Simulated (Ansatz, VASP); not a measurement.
One calculation of CuO, two programs

```xyz
2
Lattice="0.0000 2.1225 2.1225 2.1225 0.0000 2.1225 2.1225 2.1225 0.0000" Properties=species:S:1:pos:R:3 pbc="T T T"
Cu    0.0000    0.0000    0.0000
O     2.1225    2.1225    2.1225
```

Alike in both runs: functional PBE; k mesh 16 × 16 × 16; occupations fermi-dirac, width 0.08 eV; no spin polarisation.

Ansatz relaxed the structure, and its values are those at the end. VASP's run is a single point on that final structure, the one shown.

```csv
,VASP,Ansatz
version,VASP 6.6.1,Ansatz 0.2.0
potentials or method,"VASP PAW PBE potentials, release 64 (Cu, O)","PAW with Ansatz's default frozen-core files, scalar-relativistic"
plane-wave cutoff (eV),520,420
valence electrons in the cell,17,25
```

```csv
,VASP,Ansatz,Ansatz less VASP
pressure (GPa),0.2,0.0,-0.24
```

VASP's potentials hold 17 valence electrons a cell and Ansatz's 25, so a difference there can come from the potentials and not from the codes.
